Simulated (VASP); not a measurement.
Mo, 1 atom in the cell. Symmetry: I4/mmm, No. 139, tetragonal system. The conventional cell has a = 2.891 Å, b = 2.891 Å, c = 3.393 Å, α = 90.00°, β = 90.00°, γ = 90.00°. Mo (site symmetry 4/mmm) has 14 Mo at 2.66 to 3.39 Å within 3.5 Å.  This cell differs from its parent crystal: strain -0.080 along x and y, +0.080 along z.

| Quantity | Value |
| --- | --- |
| Program | VASP 6.6.1 |
| Task | single point |
| Functional | PBEsol |
| Potentials or basis | VASP PAW PBE potentials, release 64 (Mo_sv) |
| Cutoff | 520 eV |
| k mesh | 22 × 22 × 22 |
| Occupations | gaussian, width 0.15 eV |
| Spin | no spin polarisation |
| Dipole correction | no |
| Further INCAR settings | ALGO = Fast; EDIFF = 1e-07; NBANDS = 13 |

Potentials or basis: VASP PAW PBE potentials, release 64 (Mo_sv).

Command:

```console
$ cat potpaw_PBE.64/Mo_sv/POTCAR > POTCAR
$ mpirun -np 1 vasp_std > vasp.out
```

Hardware: 1 thread of Intel Xeon 8259CL, on a shared host.

How long does it take, and how much memory?

Wall time 3.7 min on 1 thread of Intel Xeon 8259CL, on a shared host, peak memory 0.25 GiB. Counts: scf iterations 15, k points 834.
